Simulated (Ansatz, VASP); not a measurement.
Two plane-wave programs on Cr

```xyz
3
Lattice="4.2594 0.0000 0.0000 -2.1297 3.6887 0.0000 0.0000 0.0000 2.2880" Properties=species:S:1:pos:R:3 pbc="T T T"
Cr    4.2594    0.0000    0.0000
Cr    0.0000    2.4592    1.1440
Cr    2.1297    1.2296    1.1440
```

Alike in both runs: task single point; functional LDA; k mesh 10 × 10 × 16; occupations fermi-dirac, width 0.1 eV; no spin polarisation.

|  | VASP | Ansatz |
| --- | --- | --- |
| version | VASP 6.6.1 | Ansatz 0.2.0 |
| potentials or method | VASP PAW LDA potentials, release 64 (Cr_pv), cutoff 520 eV | plane waves (420 eV) with PAW, scalar-relativistic |
| valence electrons in the cell | 36 | 42 |

VASP gave:

* pressure (GPa): -17.9
* traceless stress, the component that is largest in VASP (GPa): -0.52

What did Ansatz give for the same quantities?

Pressure (GPa): -18.0; traceless stress, the component that is largest in VASP (GPa): -0.54.

Ansatz warns that its potentials were made for another functional, while VASP's fit it. LDA's correlation is that of Perdew and Zunger in VASP and of Perdew and Wang (1992) in Ansatz. VASP's potentials hold 36 valence electrons a cell and Ansatz's 42, so a difference there can come from the potentials and not from the codes.
